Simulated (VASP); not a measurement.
ZnS:

```
CELL_PARAMETERS angstrom
0.00000 2.73756 2.73756
2.73756 0.00000 2.73756
2.73756 2.73756 0.00000
ATOMIC_POSITIONS crystal
Zn 0.75000 0.75000 0.75000
S 0.00000 0.00000 0.00000
```

This cell differs from its parent crystal: volume scaled by 1.04.

Base run:

* Program: VASP 6.6.1
* Functional: LDA
* Potentials or basis: VASP PAW LDA potentials, release 64 (Zn, S)
* Cutoff: 520 eV
* k mesh: 9 × 9 × 9
* Occupations: fermi-dirac, width 0.05 eV
* Spin: no spin polarisation

Its results: band gap on the k mesh 1.72 eV, direct; pressure -6.7 GPa.

Task: After a change of settings the same cell gave: band gap on the k mesh 1.81 eV, direct; pressure -4.3 GPa. Which change was it?
A. functional from LDA to PBEsol; potentials or basis from VASP PAW LDA potentials, release 64 (Zn, S) to VASP PAW PBE potentials, release 64 (Zn, S)
B. functional from LDA to r2SCAN; potentials or basis from VASP PAW LDA potentials, release 64 (Zn, S) to VASP PAW PBE potentials, release 64 (Zn, S)
C. functional from LDA to revPBE; potentials or basis from VASP PAW LDA potentials, release 64 (Zn, S) to VASP PAW PBE potentials, release 64 (Zn, S)

Result: A.

Caveats: the PAW data sets were made with another functional, which shifts forces and pressure a little (some runs).
